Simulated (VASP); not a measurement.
# Te2Mo (I4/mcm) in VASP: single point with PBE

Aim: the single point of Te2Mo with PBE.

Everything below comes from runs of VASP 6.6.1. Logs are shortened: lines on timing, memory, paths and dates and some standing lists are left out, and cuts for length are marked.

### Step 1. The cell of the first run

The structure is tetragonal, space group I4/mcm (No. 140). Conventional cell: a = 6.635 Å, b = 6.635 Å, c = 6.174 Å, α = 90.00°, β = 90.00°, γ = 90.00°. Within 3.8 Å of Te (site symmetry m2m) lie 4 Mo at 2.91 Å and 7 Te at 3.18 to 3.49 Å. Within 3.8 Å of Mo (site symmetry 422) lie 8 Te at 2.91 Å and 2 Mo at 3.09 Å.

### Step 2. Single point, PBE

INCAR

```
PREC = Accurate ; ENCUT = 520
EDIFF = 1E-7 ; ISMEAR = 0
SIGMA = 0.1549 ; LREAL = F
LASPH = T ; NELM = 80
ALGO = Normal ; ISIF = 2
LWAVE = F ; LCHARG = F
GGA = PE ; NBANDS = 35
```

KPOINTS

```
regular mesh
0
Gamma
  7 7 7
```

POSCAR

```
Te2Mo
1.0
   -3.3176412138      3.3176412138      3.0871778898
    3.3176412138     -3.3176412138      3.0871778898
    3.3176412138      3.3176412138     -3.0871778898
Te Mo
4 2
Direct
    0.6693077162      0.1693077162      0.8386154324
    0.1693077162      0.3306922838      0.5000000000
    0.3306922838      0.8306922838      0.1613845676
    0.8306922838      0.6693077162      0.5000000000
    0.2500000000      0.2500000000      0.0000000000
    0.7500000000      0.7500000000      0.0000000000
```

Potentials or basis: VASP PAW PBE potentials, release 64 (Te, Mo_sv).

Launch:

```bash
$ cat potpaw_PBE.64/Te/POTCAR potpaw_PBE.64/Mo_sv/POTCAR > POTCAR
$ mpirun -np 1 vasp_std > vasp.out
```

OUTCAR:

```text
PREC = Accurate
   ENCUT = 520
   EDIFF = 1E-7
   ISMEAR = 0
   LREAL = F
   LASPH = T
   NELM = 80
   ISIF = 2
   GGA = PE

 ion  position               nearest neighbor table
   1  0.669  0.169  0.839-   5 2.91   6 2.91   5 2.91   6 2.91   3 3.18   3 3.44   3 3.44   4 3.49
                             2 3.49   2 3.49   4 3.49
   2  0.169  0.331  0.500-   6 2.91   5 2.91   5 2.91   6 2.91   4 3.18   4 3.44   4 3.44   1 3.49
                             3 3.49   3 3.49   1 3.49
   3  0.331  0.831  0.161-   5 2.91   6 2.91   5 2.91   6 2.91   1 3.18   1 3.44   1 3.44   4 3.49
                             2 3.49   4 3.49   2 3.49
   4  0.831  0.669  0.500-   5 2.91   6 2.91   6 2.91   5 2.91   2 3.18   2 3.44   2 3.44   3 3.49
                             1 3.49   1 3.49   3 3.49
   5  0.250  0.250  0.000-   3 2.91   1 2.91   2 2.91   2 2.91   4 2.91   4 2.91   3 2.91   1 2.91
                             6 3.09   6 3.09
   6  0.750  0.750  0.000-   3 2.91   1 2.91   4 2.91   4 2.91   2 2.91   2 2.91   1 2.91   3 2.91
                             5 3.09   5 3.09

  LATTYP: Found a body centered tetragonal cell.
 ALAT       =     6.6352824276
 C/A-ratio  =     0.9305339821

  Lattice vectors:

 A1 = (  -3.3176412138,   3.3176412138,   3.0871778898)
 A2 = (   3.3176412138,  -3.3176412138,   3.0871778898)
 A3 = (   3.3176412138,   3.3176412138,  -3.0871778898)

Analysis of symmetry for initial positions (statically):
=====================================================================
 Subroutine PRICEL returns:
 Original cell was already a primitive cell.

 Routine SETGRP: Setting up the symmetry group for a
 body centered tetragonal supercell.

 Subroutine GETGRP returns: Found 16 space group operations
 (whereof  8 operations were pure point group operations)
 out of a pool of 16 trial point group operations.

The static configuration has the point symmetry C_4h.
 The point group associated with its full space group is D_4h.

Analysis of symmetry for dynamics (positions and initial velocities):
=====================================================================
 Subroutine PRICEL returns:
 Original cell was already a primitive cell.

 Routine SETGRP: Setting up the symmetry group for a
 body centered tetragonal supercell.

 Subroutine GETGRP returns: Found 16 space group operations
 (whereof  8 operations were pure point group operations)
 out of a pool of 16 trial point group operations.

The dynamic configuration has the point symmetry C_4h.
 The point group associated with its full space group is D_4h.

 Subroutine INISYM returns: Found 16 space group operations
 (whereof  8 operations are pure point group operations),
[... 105 lines left out ...]
   LREAL  =      F    real-space projection
   EDIFFG = 0.1E-05   stopping-criterion for IOM
   NSW    =      0    number of steps for IOM
   IBRION =     -1    ionic relax: 0-MD 1-quasi-New 2-CG
   NFREE  =      0    steps in history (QN), initial steepest desc. (CG)
   ISIF   =      2    stress and relaxation
   ISYM   =      2    0-nonsym 1-usesym 2-fastsym
   POTIM  = 0.5000    time-step for ionic-motion
   TEBEG  =    0.0;   TEEND  =   0.0 temperature during run
   PSTRESS=    0.0 pullay stress
   NELECT =      52.0000    total number of electrons
   NUPDOWN=      -1.0000    fix difference up-down
   EMIN   =  10.00;   EMAX   =-10.00  energy-range for DOS
   EFERMI =   0.00;   METHOD = LEGACY
   ISMEAR =     0;   SIGMA  =   0.15  broadening in eV -4-tet -1-fermi 0-gaus
   EFERMI_NEDOS =   21; number of points for ismear=-14 and -15
   IALGO  =     38    algorithm
   IMIX   =      4    mixing-type and parameters
     AMIX     =   0.40;   BMIX     =  1.00
     AMIX_MAG =   1.60;   BMIX_MAG =  1.00
  volume/ion in A,a.u.               =      22.65       152.87
  Fermi-wavevector in a.u.,A,eV,Ry     =   1.188454  2.245853 19.217187  1.412423
  Thomas-Fermi vector in A             =   2.324583
   LORBIT       =      0    0 simple, 1 ext, 2 COOP (PROOUT), +10 PAW based schemes
   GGA     = PE    functional components
   LHFCALC =     F    Hartree Fock is set to
   AEXX    =    0.0000 exact exchange contribution
   IVDW    =     0    specifies the selected vdW correction
   LEPSILON=     F    determine dielectric tensor
   LRPA    =     F    only Hartree local field effects (RPA)
 non-spin polarized calculation
 Gauss-broadening in eV      SIGMA  =   0.15
  energy-cutoff  :      520.00
  volume of cell :      135.92
 maximum number of plane-waves:      3699
 NGX is ok and might be reduce to    42
   NGX = 21   NGY = 21   NGZ = 21

 number of electron      52.0000006 magnetization

 Free energy of the ion-electron system (eV)
  ---------------------------------------------------
  ext. energy  EPLUGINS =         0.00000000
  ---------------------------------------------------
  free energy    TOTEN  =       -33.03832918 eV

  energy without entropy =      -32.96125202  energy(sigma->0) =      -32.99979060

 E-fermi :  10.1625     XC(G=0): -11.1095

 val. band max:       10.1490084377   @ k =   0.1429   0.1429   0.1429
 cond. band min:      10.1810611099   @ k =   0.2857   0.1429   0.1429
 fundamental gap:      0.0320526722
 Fermi energy:        10.1624562726

 k-point     1 :       0.0000    0.0000    0.0000
  band No.  band energies     occupation
      1     -50.9372      2.00000
      2     -50.9106      2.00000
      3     -25.1764      2.00000
      4     -25.0739      2.00000
      5     -25.0739      2.00000
      6     -25.0402      2.00000
[... 901 lines left out ...]
     34      13.8772      0.00000
     35      14.6547      0.00000

 [... further k-points ...]
[... 5 lines left out ...]
  --------------------------------------------------------------------------------------
  -------------------------------------------------------------------------------------
  Total       -0.0502095     -0.0502095     -0.0192487      0.0000000      0.0000000      0.0000000
  in kB       -0.5918559     -0.5918559     -0.2268986      0.0000000      0.0000000      0.0000000
  external PRESSURE =      -0.4702034 kB  Pullay stress =       0.0000000 kB

 VOLUME and BASIS-vectors are now :
 -----------------------------------------------------------------------------
  energy-cutoff  :      520.00
  volume of cell :      135.92
      direct lattice vectors                 reciprocal lattice vectors
    -3.317641214  3.317641214  3.087177890     0.000000000  0.150709485  0.161960217
     3.317641214 -3.317641214  3.087177890     0.150709485  0.000000000  0.161960217
     3.317641214  3.317641214 -3.087177890     0.150709485  0.150709485  0.000000000

 POSITION                                       TOTAL-FORCE (eV/Angst)
 -----------------------------------------------------------------------------------
      1.12340      4.44105      0.00000        -0.012120     -0.012120      0.000000
      2.19424      1.12340      0.00000         0.012120     -0.012120     -0.000000
      2.19424     -1.12340      3.08718         0.012120      0.012120     -0.000000
      1.12340      2.19424      3.08718        -0.012120      0.012120      0.000000
      0.00000      0.00000      1.54359         0.000000     -0.000000     -0.000000
      0.00000      0.00000      4.63077         0.000000     -0.000000     -0.000000
 -----------------------------------------------------------------------------------
    total drift:                               -0.000000      0.000000     -0.000000

  FREE ENERGIE OF THE ION-ELECTRON SYSTEM (eV)
  ---------------------------------------------------
  free  energy   TOTEN  =       -33.0383291794 eV

  energy  without entropy=      -32.9612520212  energy(sigma->0) =      -32.99979060
```

stdout:

```text
POSCAR found type information on POSCAR TeMo
 POSCAR found :  2 types and       6 ions
 scaLAPACK will be used
 LDA part: xc-table for (Slater+PW92), standard interpolation
 POSCAR, INCAR and KPOINTS ok, starting setup
 FFT: planning ... GRIDC
 FFT: planning ... GRID_SOFT
 FFT: planning ... GRID
 WAVECAR not read
 entering main loop
```

Run time: 4.1 min. Hardware: 1 thread of AMD EPYC 7R13 (Zen 3), shared host; peak memory 0.31 GiB.

What came out:

- Free energy: -33.0383 eV
- Pressure: 0.0 GPa
- Largest force: 0.017 eV/Å
- Band gap on the k mesh: zero (band 26 reaches 10.35 eV, above the bottom of band 27 at 9.72 eV)

Forces in eV/Å, atoms in the order of the input:
```
Te  -0.012 -0.012  0.000
Te   0.012 -0.012  0.000
Te   0.012  0.012  0.000
Te  -0.012  0.012  0.000
Mo   0.000  0.000  0.000
Mo   0.000  0.000  0.000
```

Levels at points of the mesh, in eV from the Fermi level:
| k point | band 22 | band 23 | band 24 | band 25 | band 26 | band 27 | band 28 | band 29 | band 30 | band 31 |
| --- | --- | --- | --- | --- | --- | --- | --- | --- | --- | --- |
| (0.00, 0.00, 0.00) | -2.19 | -0.75 | -0.69 | -0.06 | -0.06 | 0.19 | 0.19 | 0.62 | 1.36 | 1.39 |

Caveat: spin-orbit coupling is left out, which moves the levels of the heavy elements.
